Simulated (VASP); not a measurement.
The system is SnO.

```
CELL_PARAMETERS angstrom
3.86388 0.00000 0.00000
0.00000 3.86388 0.00000
0.00000 0.00000 4.95122
ATOMIC_POSITIONS crystal
Sn 0.50000 0.00000 0.76463
Sn 0.00000 0.50000 0.23537
O 0.00000 0.00000 0.00000
O 0.50000 0.50000 0.00000
```

Base run:

| Quantity | Value |
| --- | --- |
| Program | VASP 6.6.1 |
| Functional | BLYP |
| Potentials or basis | VASP PAW PBE potentials, release 64 (Sn_d, O) |
| Cutoff | 520 eV |
| k mesh | 7 × 7 × 6 |
| Occupations | fermi-dirac, width 0.05 eV |
| Spin | no spin polarisation |

Its results: band gap on the k mesh 0.70 eV (least direct gap 2.14 eV); pressure 4.4 GPa; largest force 0.110 eV/Å.

Q: The run is repeated on the same cell with these changes: functional from BLYP to revPBE. What comes out?

A: Band gap on the k mesh 0.52 eV (least direct gap 2.01 eV); pressure 2.0 GPa; largest force 0.055 eV/Å.

Caveats: the PAW data sets were made with another functional, which shifts forces and pressure a little; spin-orbit coupling is left out, which moves the levels of the heavy elements; an odd mesh through Γ misses points on the zone boundary, where band edges can lie; the cell stands under pressure (at least some runs).
